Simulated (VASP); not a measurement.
Write the native input for VASP 6.6.1 that does the following.

```
Task                   : single point
Functional             : PBE
Potentials or basis    : VASP PAW PBE potentials, release 64 (Ir)
Cutoff                 : 520 eV
k mesh                 : 49 × 49 × 49
Occupations            : fermi-dirac, width 0.0612256 eV
Spin                   : no spin polarisation
Dipole correction      : no
Further INCAR settings : ALGO = Normal; EDIFF = 1e-06; NBANDS = 10
```

The structure of Ir lies in POSCAR:

```
Ir
1.0
   -1.5350793637      1.5350793637      1.5350793637
    1.5350793637     -1.5350793637      1.5350793637
    1.5350793637      1.5350793637     -1.5350793637
Ir
1
Direct
    0.0000000000      0.0000000000      0.0000000000
```

The input as run:

INCAR

```
SYSTEM = Ir
PREC     = Accurate       ! precision mode
ENCUT    = 520            ! plane-wave cutoff, eV
EDIFF    = 1E-6           ! SCF threshold, eV
ISMEAR   = -1             ! smearing method
SIGMA    = 0.06122561905347299 ! smearing width, eV
LREAL    = .FALSE.        ! projectors in reciprocal space
LASPH    = .TRUE.         ! aspherical terms in the spheres
NELM     = 80             ! most SCF steps
ALGO     = Normal         ! electronic algorithm
ISIF     = 2              ! what is computed and relaxed
LWAVE    = .FALSE.        ! write WAVECAR
LCHARG   = .FALSE.        ! write CHGCAR
GGA      = PE             ! functional
NBANDS   = 10             ! bands
```

KPOINTS

```
Automatic mesh
0
G
  49 49 49
  0 0 0
```

Potentials or basis: VASP PAW PBE potentials, release 64 (Ir).

Command:

```console
$ cat potpaw_PBE.64/Ir/POTCAR > POTCAR
$ mpirun -np 1 vasp_std > vasp.out
```

Results of the run:

```json
{
  "Pressure": "14.0 GPa"
}
```

It took 8.6 min on 1 thread of Oxide Virtual Turin-like Processor, with other jobs on the host, peak memory 0.49 GiB.
